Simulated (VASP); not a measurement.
Set up this calculation in VASP 6.6.1, as the native input.

```
Task                   : single point
Functional             : PBE
Potentials or basis    : VASP PAW PBE potentials, release 64 (Ca_sv, Si, Se)
Cutoff                 : 520 eV
k mesh                 : 6 × 6 × 8
Occupations            : gaussian, width 0.1 eV
Spin                   : no spin polarisation
Dipole correction      : no
Further INCAR settings : ALGO = Fast; EDIFF = 1e-06; NBANDS = 37
```

The structure of Ca4SiSe2 lies in POSCAR:

```
Ca4SiSe2
1.0
    9.1554015218      0.0000000000      0.0000000000
   -4.5777007609      7.9288102997      0.0000000000
    0.0000000000      0.0000000000      5.6158220011
Ca Si Se
4 1 2
Direct
    0.5000000000      0.0000000000      0.0000000000
    0.0000000000      0.5000000000      0.0000000000
    0.5000000000      0.5000000000      0.0000000000
    0.0000000000      0.0000000000      0.5000000000
    0.0000000000      0.0000000000      0.0000000000
    0.3333333333      0.6666666667      0.0000000000
    0.6666666667      0.3333333333      0.0000000000
```

The cell was built from a structure type or drawn by symmetry, and may not be a known phase.

These files were run (other wordings do the same):

INCAR

```
PREC = Accurate ; ENCUT = 520
EDIFF = 1E-6 ; ISMEAR = 0
SIGMA = 0.1 ; LREAL = F
LASPH = T ; NELM = 100
ALGO = Fast ; ISIF = 2
LWAVE = F ; LCHARG = F
GGA = PE ; NBANDS = 37
```

KPOINTS

```
Automatic mesh
0
Gamma
  6 6 8
```

Potentials or basis: VASP PAW PBE potentials, release 64 (Ca_sv, Si, Se).

Command:

```bash
$ cat potpaw_PBE.64/Ca_sv/POTCAR potpaw_PBE.64/Si/POTCAR potpaw_PBE.64/Se/POTCAR > POTCAR
$ mpirun -np 1 vasp_std > vasp.out
```

Results of the run:

* Pressure: 0.0 GPa
* Band gap on the k mesh: zero (bands 28 and 29 overlap by 0.23 eV)

Wall time 18 min on 1 thread of AMD EPYC 9R45 (Zen 5) (shared host), peak memory 0.75 GiB.
